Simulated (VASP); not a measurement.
# KMgF3 (Pm-3m) in VASP: single point with PBE

Aim: the single point of KMgF3 with PBE.

All numbers are computed with VASP 6.6.1; they aren't measurements. Logs are shortened: lines on timing, memory, paths and dates and some standing lists are left out, and cuts for length are marked.

**1. The cell of the first run**

Symmetry: Pm-3m, No. 221, cubic system. The conventional cell has a = 4.038 Å, b = 4.038 Å, c = 4.038 Å, α = 90.00°, β = 90.00°, γ = 90.00°. Within 3.8 Å of K (site symmetry m-3m) lie 12 F at 2.86 Å and 8 Mg at 3.50 Å. Within 2.7 Å of Mg (site symmetry m-3m) lie 6 F at 2.02 Å. F (site symmetry 4/mmm) has 2 Mg at 2.02 Å within 2.7 Å.

**2. Single point, PBE**

POSCAR reads:

```
KMgF3
1.0
    4.0378840000      0.0000000000      0.0000000000
    0.0000000000      4.0378840000      0.0000000000
    0.0000000000      0.0000000000      4.0378840000
K Mg F
1 1 3
Direct
    0.5000000000      0.5000000000      0.5000000000
    0.0000000000      0.0000000000      0.0000000000
    0.5000000000      0.0000000000      0.0000000000
    0.0000000000      0.5000000000      0.0000000000
    0.0000000000      0.0000000000      0.5000000000
```

INCAR.step1 reads:

```
SYSTEM = KMgF3
PREC = Accurate
ENCUT = 520
EDIFF = 1E-6
ISMEAR = -1
SIGMA = 0.0186
LREAL = .False.
LASPH = .True.
NELM = 80
ALGO = Normal
ISIF = 2
LWAVE = .False.
LCHARG = .True.
GGA = PE
NBANDS = 24
```

KPOINTS.step1 reads:

```
regular mesh
0
Gamma
  6 6 6
  0 0 0
```

INCAR.step2 reads:

```
SYSTEM = KMgF3
PREC = Accurate
ENCUT = 520
EDIFF = 1E-6
ISMEAR = -5
SIGMA = 0.0186
LREAL = .False.
LASPH = .True.
NELM = 80
ALGO = Normal
ISIF = 2
LWAVE = .False.
LCHARG = .False.
GGA = PE
LORBIT = 11
NEDOS = 1001
ICHARG = 11
```

KPOINTS.step2 reads:

```
regular mesh
0
Gamma
  9 9 9
  0 0 0
```

Potentials or basis: VASP PAW PBE potentials, release 64 (K_sv, Mg, F).

Launch:

```console
$ cat potpaw_PBE.64/K_sv/POTCAR potpaw_PBE.64/Mg/POTCAR potpaw_PBE.64/F/POTCAR > POTCAR
$ cp INCAR.step1 INCAR
$ cp KPOINTS.step1 KPOINTS
$ mpirun -np 1 vasp_std > vasp.out
$ cp INCAR.step2 INCAR
$ cp KPOINTS.step2 KPOINTS
$ mpirun -np 1 vasp_std > vasp.out
```

OUTCAR:

```text
SYSTEM = KMgF3
   PREC = Accurate
   ENCUT = 520
   EDIFF = 1E-6
   ISMEAR = -5
   LREAL = .False.
   LASPH = .True.
   NELM = 80
   ISIF = 2
   GGA = PE
   LORBIT = 11
   ICHARG = 11

 ion  position               nearest neighbor table
   1  0.500  0.500  0.500-   3 2.86   4 2.86   5 2.86   3 2.86   4 2.86   3 2.86   5 2.86   3 2.86
                             4 2.86   5 2.86   4 2.86   5 2.86   2 3.50   2 3.50   2 3.50   2 3.50
   2  0.000  0.000  0.000-   3 2.02   4 2.02   5 2.02   5 2.02   4 2.02   3 2.02   1 3.50   1 3.50
                             1 3.50   1 3.50   1 3.50   1 3.50   1 3.50   1 3.50
   3  0.500  0.000  0.000-   2 2.02   2 2.02   1 2.86   1 2.86   1 2.86   1 2.86
   4  0.000  0.500  0.000-   2 2.02   2 2.02   1 2.86   1 2.86   1 2.86   1 2.86
   5  0.000  0.000  0.500-   2 2.02   2 2.02   1 2.86   1 2.86   1 2.86   1 2.86

  LATTYP: Found a simple cubic cell.
 ALAT       =     4.0378840000

  Lattice vectors:

 A1 = (   4.0378840000,   0.0000000000,   0.0000000000)
 A2 = (   0.0000000000,   4.0378840000,   0.0000000000)
 A3 = (   0.0000000000,   0.0000000000,   4.0378840000)

Analysis of symmetry for initial positions (statically):
=====================================================================
 Subroutine PRICEL returns:
 Original cell was already a primitive cell.

 Routine SETGRP: Setting up the symmetry group for a
 simple cubic supercell.

 Subroutine GETGRP returns: Found 48 space group operations
 (whereof 48 operations were pure point group operations)
 out of a pool of 48 trial point group operations.

The static configuration has the point symmetry O_h .

Analysis of symmetry for dynamics (positions and initial velocities):
=====================================================================
 Subroutine PRICEL returns:
 Original cell was already a primitive cell.

 Routine SETGRP: Setting up the symmetry group for a
 simple cubic supercell.

 Subroutine GETGRP returns: Found 48 space group operations
 (whereof 48 operations were pure point group operations)
 out of a pool of 48 trial point group operations.

The dynamic configuration has the point symmetry O_h .

 Subroutine INISYM returns: Found 48 space group operations
 (whereof 48 operations are pure point group operations),
 and found     1 'primitive' translations

----------------------------------------------------------------------------------------

                                     Primitive cell

  volume of cell :      65.8357

  direct lattice vectors                    reciprocal lattice vectors
     4.037884000  0.000000000  0.000000000     0.247654465  0.000000000  0.000000000
     0.000000000  4.037884000  0.000000000     0.000000000  0.247654465  0.000000000
     0.000000000  0.000000000  4.037884000     0.000000000  0.000000000  0.247654465

  length of vectors
     4.037884000  4.037884000  4.037884000     0.247654465  0.247654465  0.247654465

  position of ions in fractional coordinates (direct lattice)
     0.500000000  0.500000000  0.500000000
     0.000000000  0.000000000  0.000000000
     0.500000000  0.000000000  0.000000000
     0.000000000  0.500000000  0.000000000
     0.000000000  0.000000000  0.500000000

  ion indices of the primitive-cell ions
   primitive index   ion index
                 1           1
                 2           2
                 3           3
                 4           4
                 5           5

----------------------------------------------------------------------------------------

 KPOINTS: regular mesh

Automatic generation of k-mesh.
 Grid dimensions read from file:
 generate k-points for:    9    9    9

 Generating k-lattice:

  Cartesian coordinates                     Fractional coordinates (reciprocal lattice)
     0.027517163  0.000000000  0.000000000     0.111111111  0.000000000  0.000000000
     0.000000000  0.027517163  0.000000000     0.000000000  0.111111111  0.000000000
     0.000000000  0.000000000  0.027517163     0.000000000  0.000000000  0.111111111

  Length of vectors
     0.027517163  0.027517163  0.027517163

  Shift w.r.t. Gamma in fractional coordinates (k-lattice)
     0.000000000  0.000000000  0.000000000

 TETIRR: Found    353 inequivalent tetrahedra from     4374

 Subroutine IBZKPT returns following result:
 ===========================================

 Found     35 irreducible k-points:

 Following reciprocal coordinates:
            Coordinates               Weight
  0.000000  0.000000  0.000000      1.000000
  0.111111  0.000000  0.000000      6.000000
  0.222222  0.000000  0.000000      6.000000
  0.333333  0.000000  0.000000      6.000000
  0.444444  0.000000  0.000000      6.000000
  0.111111  0.111111  0.000000     12.000000
[... 16 lines left out ...]
  0.333333  0.333333  0.111111     24.000000
  0.444444  0.333333  0.111111     48.000000
 [... further k-points ...]
   k-points           NKPTS =     35   k-points in BZ     NKDIM =     35   number of bands    NBANDS=     20
   number of dos      NEDOS =   1001   number of ions     NIONS =      5
   total plane-waves  NPLWV =  27000
   dimension x,y,z NGX =    30 NGY =   30 NGZ =   30
   dimension x,y,z NGXF=    60 NGYF=   60 NGZF=   60
   ions per type =               1   1   3
   NGX,Y,Z   is equivalent  to a cutoff of  12.35, 12.35, 12.35 a.u.
   NGXF,Y,Z  is equivalent  to a cutoff of  24.70, 24.70, 24.70 a.u.
 SYSTEM =  KMgF3
   PREC   = accura    normal or accurate (medium, high low for compatibility)
   ISTART =      0    job   : 0-new  1-cont  2-samecut
   ICHARG =     11    charge: 1-file 2-atom 10-const
   ISPIN  =      1    spin polarized calculation?
   LNONCOLLINEAR =      F non collinear calculations
   LSORBIT =      F    spin-orbit coupling
   LASPH  =      T    aspherical Exc in radial PAW
   ENCUT  =  520.0 eV  38.22 Ry    6.18 a.u.   7.51  7.51  7.51*2*pi/ulx,y,z
   NELM   =     80;   NELMIN=  2; NELMDL=  0     # of ELM steps
   EDIFF  = 0.1E-05   stopping-criterion for ELM
   LREAL  =      F    real-space projection
   EDIFFG = 0.1E-04   stopping-criterion for IOM
   NSW    =      0    number of steps for IOM
   IBRION =     -1    ionic relax: 0-MD 1-quasi-New 2-CG
   NFREE  =      0    steps in history (QN), initial steepest desc. (CG)
   ISIF   =      2    stress and relaxation
   ISYM   =      2    0-nonsym 1-usesym 2-fastsym
   POTIM  = 0.5000    time-step for ionic-motion
   TEBEG  =    0.0;   TEEND  =   0.0 temperature during run
   PSTRESS=    0.0 pullay stress
   NELECT =      32.0000    total number of electrons
   NUPDOWN=      -1.0000    fix difference up-down
   EMIN   =  10.00;   EMAX   =-10.00  energy-range for DOS
   EFERMI =   0.00;   METHOD = LEGACY
   ISMEAR =    -5;   SIGMA  =   0.02  broadening in eV -4-tet -1-fermi 0-gaus
   EFERMI_NEDOS =   21; number of points for ismear=-14 and -15
   IALGO  =     38    algorithm
   IMIX   =      4    mixing-type and parameters
     AMIX     =   0.40;   BMIX     =  1.00
     AMIX_MAG =   1.60;   BMIX_MAG =  1.00
  volume/ion in A,a.u.               =      13.17        88.86
  Fermi-wavevector in a.u.,A,eV,Ry     =   1.287175  2.432408 22.542403  1.656820
  Thomas-Fermi vector in A             =   2.419205
   LORBIT       =     11    0 simple, 1 ext, 2 COOP (PROOUT), +10 PAW based schemes
   GGA     = PE    functional components
   LHFCALC =     F    Hartree Fock is set to
   AEXX    =    0.0000 exact exchange contribution
   IVDW    =     0    specifies the selected vdW correction
   LEPSILON=     F    determine dielectric tensor
   LRPA    =     F    only Hartree local field effects (RPA)
 non-spin polarized calculation
 Fermi weights with tetrahedron method with Bloechl corrections
  energy-cutoff  :      520.00
  volume of cell :       65.84
 maximum number of plane-waves:      1794
 NGX is ok and might be reduce to    30

 number of electron      31.9999958 magnetization

 Free energy of the ion-electron system (eV)
  ---------------------------------------------------
  ext. energy  EPLUGINS =         0.00000000
  ---------------------------------------------------
  free energy    TOTEN  =       -24.44831929 eV

  energy without entropy =      -24.44831929  energy(sigma->0) =      -24.44831929

 E-fermi :  -1.7998     XC(G=0):  -9.4924

 val. band max:       -1.8113620935   @ k =   0.4444   0.4444   0.4444
 cond. band min:       5.2235481424   @ k =   0.0000   0.0000   0.0000
 fundamental gap:      7.0349102359
 Fermi energy:        -1.7997928436

 k-point     1 :       0.0000    0.0000    0.0000
  band No.  band energies     occupation
      1     -27.5271      2.00000
      2     -21.8115      2.00000
      3     -21.2072      2.00000
      4     -21.2072      2.00000
      5     -11.0139      2.00000
      6     -11.0139      2.00000
[... 12 lines left out ...]
     19       8.2332      0.00000
     20      10.3430      0.00000

 k-point     2 :       0.1111    0.0000    0.0000
  band No.  band energies     occupation
      1     -27.5245      2.00000
      2     -21.7977      2.00000
      3     -21.2230      2.00000
      4     -21.2065      2.00000
      5     -11.0134      2.00000
      6     -11.0085      2.00000
[... 12 lines left out ...]
     19       8.3576      0.00000
     20      10.4001      0.00000
[... 465 lines left out ...]
      3     -21.3456      2.00000
      4     -21.2839      2.00000
      5     -11.0717      2.00000
      6     -11.0383      2.00000
[... 12 lines left out ...]
     19       9.7798      0.00000
     20      10.2967      0.00000

 k-point    24 :       0.4444    0.3333    0.1111
  band No.  band energies     occupation
      1     -27.4914      2.00000
      2     -21.5291      2.00000
      3     -21.3795      2.00000
      4     -21.2986      2.00000
      5     -11.0770      2.00000
      6     -11.0603      2.00000
[... 12 lines left out ...]
     19       9.9582      0.00000
     20      10.1717      0.00000

 [... further k-points ...]

------------------------ aborting loop because EDIFF is reached ----------------------------------------

  FORCE on cell =-STRESS in cart. coord.  units (eV):
  Direction    XX          YY          ZZ          XY          YZ          ZX
  --------------------------------------------------------------------------------------
  -------------------------------------------------------------------------------------
  Total        0.1657046      0.1657046      0.1657046      0.0000000     -0.0000000     -0.0000000
  in kB        4.0325862      4.0325862      4.0325862      0.0000000     -0.0000000     -0.0000000
  external PRESSURE =       4.0325862 kB  Pullay stress =       0.0000000 kB

 VOLUME and BASIS-vectors are now :
 -----------------------------------------------------------------------------
  energy-cutoff  :      520.00
  volume of cell :       65.84
      direct lattice vectors                 reciprocal lattice vectors
     4.037884000  0.000000000  0.000000000     0.247654465  0.000000000  0.000000000
     0.000000000  4.037884000  0.000000000     0.000000000  0.247654465  0.000000000
     0.000000000  0.000000000  4.037884000     0.000000000  0.000000000  0.247654465

 POSITION                                       TOTAL-FORCE (eV/Angst)
 -----------------------------------------------------------------------------------
      2.01894      2.01894      2.01894         0.000000      0.000000      0.000000
      0.00000      0.00000      0.00000         0.000000      0.000000      0.000000
      2.01894      0.00000      0.00000         0.000000      0.000000      0.000000
      0.00000      2.01894      0.00000         0.000000      0.000000      0.000000
      0.00000      0.00000      2.01894         0.000000      0.000000      0.000000
 -----------------------------------------------------------------------------------
    total drift:                                0.000000     -0.000000      0.000000

  FREE ENERGIE OF THE ION-ELECTRON SYSTEM (eV)
  ---------------------------------------------------
  free  energy   TOTEN  =       -24.4483192911 eV

  energy  without entropy=      -24.4483192911  energy(sigma->0) =      -24.44831929

 total charge

# of ion       s       p       d       tot
------------------------------------------
    1        1.955   5.592   0.025   7.572
    2        0.120   0.148   0.072   0.340
    3        1.730   4.401   0.000   6.131
    4        1.730   4.401   0.000   6.131
    5        1.730   4.401   0.000   6.131
--------------------------------------------------
tot          7.265  18.944   0.097  26.306
```

Run time: 73 s. Hardware: 1 thread of AMD EPYC 7R13, shared host; peak memory 0.16 GiB.

Results:

| Quantity | Value |
| --- | --- |
| Valence electrons inside the program's atomic spheres | K 7.57; Mg 0.34; F 6.13 |
